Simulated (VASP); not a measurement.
A run of VASP 6.6.1 is set up as follows.

Contents of INCAR:

```
SYSTEM = C
PREC     = Accurate       ! precision mode
ENCUT    = 910            ! plane-wave cutoff, eV
EDIFF    = 1E-6           ! SCF threshold, eV
ISMEAR   = 0              ! smearing method
SIGMA    = 0.01           ! smearing width, eV
LREAL    = .False.        ! projectors in reciprocal space
LASPH    = .True.         ! aspherical terms in the spheres
NELM     = 120            ! most SCF steps
ALGO     = Normal         ! electronic algorithm
ISIF     = 2              ! what is computed and relaxed
LWAVE    = .False.        ! write WAVECAR
LCHARG   = .False.        ! write CHGCAR
NBANDS   = 11             ! bands
GGA_COMPAT= .False.
```

File KPOINTS:

```
regular mesh
0
Gamma
  12 12 12
  0 0 0
```

POSCAR

```
C
1.0
    1.8011913352      1.8011913352      0.0000000000
   -1.8011913352      1.8011913352      0.0000000000
    0.0000000000      1.8011913352      1.7565094675
C
2
Direct
    0.5000000000      0.5000000000      0.0000000000
    0.7500000000      0.2500000000      0.5000000000
```

Potentials or basis: VASP PAW LDA potentials, release 64 (C_h).

Command:

```console
$ cat potpaw_LDA.64/C_h/POTCAR > POTCAR
$ mpirun -np 1 vasp_std > vasp.out
```

Estimate the pressure.

-14.4 GPa.

Predict the band gap on the k mesh.

3.49 eV, indirect (least direct gap 5.09 eV).

Stress tensor (GPa, compression positive):
```
-21.96   0.00   0.00
  0.00 -21.96   0.00
  0.00   0.00   0.58
```

Caveat: the cell differs from its parent crystal (in-plane strain +0.02, then relaxed in part); the cutoff is under 1.25 times the usual one of these potentials, so pressure, stress and relaxed cells hold a basis-set (Pulay) error. A k mesh can miss the band edges.
